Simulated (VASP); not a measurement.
Input of a VASP 6.6.1 run:

File INCAR:

```
ALGO = Normal
EDIFF = 1E-6
ENCUT = 500
GGA = PE
GGA_COMPAT = False
ISIF = 2
ISMEAR = -1
LASPH = True
LCHARG = True
LELF = True
LREAL = False
LVHAR = True
LWAVE = False
NBANDS = 8
NELM = 120
PREC = Accurate
SIGMA = 0.1
```

Contents of KPOINTS:

```
k-points
0
Gamma
  15 15 15
```

Contents of POSCAR:

```
Si
1.0
    0.0000000000      1.6242233398      1.6242233398
    1.6242233398      0.0000000000      1.6242233398
    1.6242233398      1.6242233398      0.0000000000
Si
1
Direct
    0.0000000000      0.0000000000      0.0000000000
```

Potentials or basis: VASP PAW PBE potentials, release 64 (Si).

The run is started by

```sh
$ cat potpaw_PBE.64/Si/POTCAR > POTCAR
$ mpirun -np 1 vasp_std > vasp.out
```

(1) Predict the band gap on the k mesh.

(2) Predict the pressure.

Results:

(1) zero (band 2 reaches 32.88 eV, above the bottom of band 3 at 15.28 eV).

(2) 136.4 GPa.
